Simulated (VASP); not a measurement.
# SiC (P6_3mc) in VASP: further runs, part 2 of 2

VASP 6.6.1. Earlier steps stand in the parts before.

**3. Single point, LDA**

This run uses another cell than the first one, of 9.86 Å³/atom, 1.030 times its volume.

Input file INCAR:

```
  PREC = Accurate
  ENCUT = 520
  EDIFF = 1E-6
  ISMEAR = 0
  SIGMA = 0.01
  LREAL = F
  LASPH = T
  NELM = 100
  ALGO = Normal
  ISIF = 2
  LWAVE = F
  LCHARG = F
  GGA = CA
  NBANDS = 16
```

Input file KPOINTS:

```
regular mesh
0
Gamma
  8 8 6
```

Input file POSCAR:

```
SiC
1.0
    3.0275354202      0.0000000000      0.0000000000
   -1.5137677101      2.6219225848      0.0000000000
    0.0000000000      0.0000000000      4.9670711879
Si C
2 2
Direct
    0.3333333333      0.6666666667      0.0046010011
    0.6666666667      0.3333333333      0.5046010011
    0.3333333333      0.6666666667      0.3803989989
    0.6666666667      0.3333333333      0.8803989989
```

Potentials or basis: VASP PAW LDA potentials, release 64 (Si, C).

Run with:

```sh
cat potpaw_LDA.64/Si/POTCAR potpaw_LDA.64/C/POTCAR > POTCAR
mpirun -np 1 vasp_std > vasp.out
```

OUTCAR:

```text
PREC = Accurate
   ENCUT = 520
   EDIFF = 1E-6
   ISMEAR = 0
   LREAL = F
   LASPH = T
   NELM = 100
   ISIF = 2
   GGA = CA

 ion  position               nearest neighbor table
   1  0.333  0.667  0.005-   4 1.85   4 1.85   4 1.85   3 1.87   2 3.04   2 3.04   2 3.04   2 3.04
                             2 3.04   2 3.04
   2  0.667  0.333  0.505-   3 1.85   3 1.85   3 1.85   4 1.87   1 3.04   1 3.04   1 3.04   1 3.04
                             1 3.04   1 3.04
   3  0.333  0.667  0.380-   2 1.85   2 1.85   2 1.85   1 1.87
   4  0.667  0.333  0.880-   1 1.85   1 1.85   1 1.85   2 1.87

  LATTYP: Found a hexagonal cell.
 ALAT       =     3.0275354202
 C/A-ratio  =     1.6406318997

  Lattice vectors:

 A1 = (   3.0275354202,   0.0000000000,   0.0000000000)
 A2 = (  -1.5137677101,   2.6219225848,   0.0000000000)
 A3 = (   0.0000000000,   0.0000000000,   4.9670711879)

Analysis of symmetry for initial positions (statically):
=====================================================================
 Subroutine PRICEL returns:
 Original cell was already a primitive cell.

 Routine SETGRP: Setting up the symmetry group for a
 hexagonal supercell.

 Subroutine GETGRP returns: Found 12 space group operations
 (whereof  6 operations were pure point group operations)
 out of a pool of 24 trial point group operations.

The static configuration has the point symmetry C_3v.
 The point group associated with its full space group is C_6v.

Analysis of symmetry for dynamics (positions and initial velocities):
=====================================================================
 Subroutine PRICEL returns:
 Original cell was already a primitive cell.

 Routine SETGRP: Setting up the symmetry group for a
 hexagonal supercell.

 Subroutine GETGRP returns: Found 12 space group operations
 (whereof  6 operations were pure point group operations)
 out of a pool of 24 trial point group operations.

The dynamic configuration has the point symmetry C_3v.
 The point group associated with its full space group is C_6v.

 Subroutine INISYM returns: Found 12 space group operations
 (whereof  6 operations are pure point group operations),
 and found     1 'primitive' translations

----------------------------------------------------------------------------------------

                                     Primitive cell

  volume of cell :      39.4284

  direct lattice vectors                    reciprocal lattice vectors
     3.027535420  0.000000000  0.000000000     0.330301668  0.190699757  0.000000000
    -1.513767710  2.621922585  0.000000000     0.000000000  0.381399514  0.000000000
     0.000000000  0.000000000  4.967071188     0.000000000  0.000000000  0.201325884

  length of vectors
     3.027535420  3.027535420  4.967071188     0.381399514  0.381399514  0.201325884

  position of ions in fractional coordinates (direct lattice)
     0.333333333  0.666666667  0.004601001
     0.666666667  0.333333333  0.504601001
     0.333333333  0.666666667  0.380398999
     0.666666667  0.333333333  0.880398999

  ion indices of the primitive-cell ions
   primitive index   ion index
                 1           1
                 2           2
                 3           3
[... 29 lines left out ...]
            Coordinates               Weight
  0.000000  0.000000  0.000000      1.000000
  0.125000  0.000000  0.000000      6.000000
  0.250000  0.000000  0.000000      6.000000
  0.375000  0.000000  0.000000      6.000000
  0.500000  0.000000  0.000000      3.000000
  0.125000  0.125000  0.000000      6.000000
[... 16 lines left out ...]
  0.250000  0.000000  0.333333     12.000000
  0.375000  0.000000  0.333333     12.000000
 [... further k-points ...]
   k-points           NKPTS =     40   k-points in BZ     NKDIM =     40   number of bands    NBANDS=     16
   number of dos      NEDOS =    301   number of ions     NIONS =      4
   total plane-waves  NPLWV =  23040
   dimension x,y,z NGX =    24 NGY =   24 NGZ =   40
   dimension x,y,z NGXF=    48 NGYF=   48 NGZF=   80
   ions per type =               2   2
   NGX,Y,Z   is equivalent  to a cutoff of  13.18, 13.18, 13.39 a.u.
   NGXF,Y,Z  is equivalent  to a cutoff of  26.36, 26.36, 26.78 a.u.
 SYSTEM =  unknown system
   PREC   = accura    normal or accurate (medium, high low for compatibility)
   ISTART =      0    job   : 0-new  1-cont  2-samecut
   ICHARG =      2    charge: 1-file 2-atom 10-const
   ISPIN  =      1    spin polarized calculation?
   LNONCOLLINEAR =      F non collinear calculations
   LSORBIT =      F    spin-orbit coupling
   LASPH  =      T    aspherical Exc in radial PAW
   ENCUT  =  520.0 eV  38.22 Ry    6.18 a.u.   5.63  5.63  9.24*2*pi/ulx,y,z
   NELM   =    100;   NELMIN=  2; NELMDL= -5     # of ELM steps
   EDIFF  = 0.1E-05   stopping-criterion for ELM
   LREAL  =      F    real-space projection
   EDIFFG = 0.1E-04   stopping-criterion for IOM
   NSW    =      0    number of steps for IOM
   IBRION =     -1    ionic relax: 0-MD 1-quasi-New 2-CG
   NFREE  =      0    steps in history (QN), initial steepest desc. (CG)
   ISIF   =      2    stress and relaxation
   ISYM   =      2    0-nonsym 1-usesym 2-fastsym
   POTIM  = 0.5000    time-step for ionic-motion
   TEBEG  =    0.0;   TEEND  =   0.0 temperature during run
   PSTRESS=    0.0 pullay stress
   NELECT =      16.0000    total number of electrons
   NUPDOWN=      -1.0000    fix difference up-down
   EMIN   =  10.00;   EMAX   =-10.00  energy-range for DOS
   EFERMI =   0.00;   METHOD = LEGACY
   ISMEAR =     0;   SIGMA  =   0.01  broadening in eV -4-tet -1-fermi 0-gaus
   EFERMI_NEDOS =   21; number of points for ismear=-14 and -15
   IALGO  =     38    algorithm
   IMIX   =      4    mixing-type and parameters
     AMIX     =   0.40;   BMIX     =  1.00
     AMIX_MAG =   1.60;   BMIX_MAG =  1.00
  volume/ion in A,a.u.               =       9.86        66.52
  Fermi-wavevector in a.u.,A,eV,Ry     =   1.212025  2.290396 19.987029  1.469005
  Thomas-Fermi vector in A             =   2.347522
   LORBIT       =      0    0 simple, 1 ext, 2 COOP (PROOUT), +10 PAW based schemes
   GGA     = CA    functional components
   LHFCALC =     F    Hartree Fock is set to
   AEXX    =    0.0000 exact exchange contribution
   IVDW    =     0    specifies the selected vdW correction
   LEPSILON=     F    determine dielectric tensor
   LRPA    =     F    only Hartree local field effects (RPA)
 non-spin polarized calculation
 Gauss-broadening in eV      SIGMA  =   0.01
  energy-cutoff  :      520.00
  volume of cell :       39.43
 maximum number of plane-waves:      1099
 NGX is ok and might be reduce to    24
   NGX = 11   NGY = 11   NGZ = 19

 number of electron      15.9999997 magnetization

 Free energy of the ion-electron system (eV)
  ---------------------------------------------------
  ext. energy  EPLUGINS =         0.00000000
  ---------------------------------------------------
  free energy    TOTEN  =       -33.24659619 eV

  energy without entropy =      -33.24659619  energy(sigma->0) =      -33.24659619

 E-fermi :   8.8273     XC(G=0): -11.7559

 val. band max:        8.7739166016   @ k =   0.0000   0.0000   0.0000
 cond. band min:      11.1087789773   @ k =   0.3750   0.2500   0.0000
 fundamental gap:      2.3348623757
 Fermi energy:         8.8273102507

 k-point     1 :       0.0000    0.0000    0.0000
  band No.  band energies     occupation
      1      -7.0924      2.00000
      2      -3.2892      2.00000
      3      -0.2232      2.00000
      4       7.4341      2.00000
      5       7.4341      2.00000
      6       8.6593      2.00000
[... 433 lines left out ...]
      3       1.0366      2.00000
      4       2.3469      2.00000
      5       4.6233      2.00000
      6       5.9837      2.00000
[... 8 lines left out ...]
     15      20.7716      0.00000
     16      21.1058      0.00000

 [... further k-points ...]

------------------------ aborting loop because EDIFF is reached ----------------------------------------

  FORCE on cell =-STRESS in cart. coord.  units (eV):
  Direction    XX          YY          ZZ          XY          YZ          ZX
  --------------------------------------------------------------------------------------
  -------------------------------------------------------------------------------------
  Total        1.8216148      1.8216148      1.8303075      0.0000000      0.0000000      0.0000000
  in kB       74.0214614     74.0214614     74.3746887      0.0000000      0.0000000      0.0000000
  external PRESSURE =      74.1392038 kB  Pullay stress =       0.0000000 kB

 VOLUME and BASIS-vectors are now :
 -----------------------------------------------------------------------------
  energy-cutoff  :      520.00
  volume of cell :       39.43
      direct lattice vectors                 reciprocal lattice vectors
     3.027535420  0.000000000  0.000000000     0.330301668  0.190699757  0.000000000
    -1.513767710  2.621922585  0.000000000     0.000000000  0.381399514  0.000000000
     0.000000000  0.000000000  4.967071188     0.000000000  0.000000000  0.201325884

 POSITION                                       TOTAL-FORCE (eV/Angst)
 -----------------------------------------------------------------------------------
     -0.00000      1.74795      0.02285        -0.000000     -0.000000     -0.000119
      1.51377      0.87397      2.50639        -0.000000      0.000000     -0.000119
     -0.00000      1.74795      1.88947         0.000000     -0.000000      0.000119
      1.51377      0.87397      4.37300        -0.000000      0.000000      0.000119
 -----------------------------------------------------------------------------------
    total drift:                                0.000000      0.000000     -0.000178

  FREE ENERGIE OF THE ION-ELECTRON SYSTEM (eV)
  ---------------------------------------------------
  free  energy   TOTEN  =       -33.2465961946 eV

  energy  without entropy=      -33.2465961946  energy(sigma->0) =      -33.24659619
```

OSZICAR:

```text
N       E                     dE             d eps       ncg     rms          rms(c)
DAV:   1     0.237538757284E+02    0.23754E+02   -0.72475E+03  1280   0.903E+02
DAV:   2    -0.350478877868E+02   -0.58802E+02   -0.53777E+02  1792   0.163E+02
DAV:   3    -0.376202578058E+02   -0.25724E+01   -0.25631E+01  1672   0.313E+01
DAV:   4    -0.376394218646E+02   -0.19164E-01   -0.19161E-01  1560   0.336E+00
DAV:   5    -0.376396094788E+02   -0.18761E-03   -0.18761E-03  1680   0.313E-01    0.136E+01
DAV:   6    -0.334235518676E+02    0.42161E+01   -0.73843E+00  1624   0.168E+01    0.633E+00
DAV:   7    -0.332927979879E+02    0.13075E+00   -0.13179E+00  1824   0.672E+00    0.255E+00
DAV:   8    -0.332525043141E+02    0.40294E-01   -0.68769E-02  1512   0.157E+00    0.740E-01
DAV:   9    -0.332465327485E+02    0.59716E-02   -0.87080E-03  1624   0.640E-01    0.110E-01
DAV:  10    -0.332465912643E+02   -0.58516E-04   -0.57930E-04  1512   0.151E-01    0.599E-02
DAV:  11    -0.332465968112E+02   -0.55469E-05   -0.16321E-05  1696   0.303E-02    0.190E-02
DAV:  12    -0.332465961946E+02    0.61663E-06   -0.50692E-06  1616   0.138E-02
   1 F= -.33246596E+02 E0= -.33246596E+02  d E =-.122117E-16
```

Run time: 15 s. Hardware: 1 thread of Intel Xeon 8259CL, shared host; peak memory 0.15 GiB.

Results:

- Free energy: -33.2466 eV
- Pressure: 7.4 GPa
- Band gap on the k mesh: 2.33 eV, indirect (least direct gap 3.96 eV)

Levels at points of the mesh, in eV from the valence-band top:
```
           k point  band 4  band 5  band 6  band 7  band 8  band 9  band 10  band 11  band 12  band 13
(0.00, 0.00, 0.00)   -1.34   -1.34   -0.11    0.00    0.00    5.17     6.72     6.84     6.84     8.08
(0.50, 0.00, 0.00)   -6.39   -5.61   -3.45   -3.42   -1.21    2.75     4.19     7.18     7.22    10.39
(0.00, 0.00, 0.50)   -4.51   -0.72   -0.72   -0.72   -0.72    6.24     6.24     7.50     7.50     7.50
(0.50, 0.00, 0.50)   -8.50   -2.52   -2.52   -2.38   -2.38    3.31     3.31     5.36     5.36    10.59
```

A k mesh can miss the band edges.
